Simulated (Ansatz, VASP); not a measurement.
# Mo in VASP and in Ansatz

```
Mo
1.0
     2.89247    0.00000    0.00000
    -1.44623    2.50495    0.00000
     0.00000    0.00000   10.08859
Mo
4
Direct
  0.00000 0.00000 0.00000
  0.00000 0.00000 0.50000
  0.33333 0.66667 0.25000
  0.66667 0.33333 0.75000
```

Alike in both runs: task single point; functional RPBE; k mesh 15 × 15 × 4; occupations fermi-dirac, width 0.1 eV; no spin polarisation.

```csv
,VASP,Ansatz
version,VASP 6.6.1,Ansatz 0.2.0
potentials or method,"VASP PAW PBE potentials, release 64 (Mo_sv), cutoff 520 eV","plane waves (420 eV) with PAW, scalar-relativistic"
valence electrons in the cell,56,56
```

|  | VASP | Ansatz | Ansatz less VASP |
| --- | --- | --- | --- |
| pressure (GPa) | -20.1 | -20.4 | -0.26 |
| traceless stress, the component that is largest in VASP (GPa) | 1.92 | 1.96 | +0.036 |

VASP's potentials were made for PBE, not for RPBE. The functional is the same, so the differences come from potentials, cutoffs and numerics.
